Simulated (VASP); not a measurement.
## HgTe: single point with PBEsol

The system is HgTe.

```
Hg Te
1.0
    -2.92378    2.92378    1.68416
     2.92378   -2.92378    1.68416
     2.92378    2.92378   -1.68416
Hg Te
1 1
Direct
  0.25000 0.75000 0.50000
  0.00000 0.00000 0.00000
```

This cell differs from its parent crystal: strain -0.040 along x and y, +0.080 along z.

```yaml
Program: VASP 6.6.1
Task: single point
Functional: PBEsol
Potentials_or_basis: VASP PAW PBE potentials, release 64 (Hg, Te)
Cutoff: 520 eV
k_mesh: 18 × 18 × 18
Occupations: gaussian, width 0.15 eV
Spin: no spin polarisation
```

```yaml
Pressure: -3.2 GPa
Band_gap_on_the_k_mesh: zero (bands 9 and 10 overlap by 3.70 eV)
```

Stress tensor (GPa, compression positive):
```
-2.82  0.00  0.00
 0.00 -2.82  0.00
 0.00  0.00 -4.04
```

Levels at points of the mesh, in eV from the Fermi level:
| k point | band 7 | band 8 | band 9 | band 10 | band 11 | band 12 |
| --- | --- | --- | --- | --- | --- | --- |
| (0.00, 0.00, 0.00) | -2.85 | -2.10 | -2.10 | 2.11 | 4.93 | 7.67 |
| (0.50, 0.00, 0.00) | -4.48 | -2.16 | -1.51 | -0.42 | 3.53 | 3.60 |
| (0.50, 0.50, 0.00) | -6.11 | -0.45 | 1.52 | 2.35 | 2.42 | 3.81 |
| (0.50, 0.50, 0.50) | -4.32 | -4.32 | -4.23 | 1.66 | 5.47 | 9.00 |

It took 8.4 min on 1 thread of Intel(R) Xeon(R) Platinum 8259CL CPU @ 2.50GHz (Skylake/Cascade Lake) (shared host), peak memory 0.57 GiB.

Caveat: the cell differs from its parent crystal (strain -0.040 along x and y, +0.080 along z); the cell stands under tension; the PAW data sets were made with another functional, which shifts forces and pressure a little; spin-orbit coupling is left out, which moves the levels of the heavy elements.
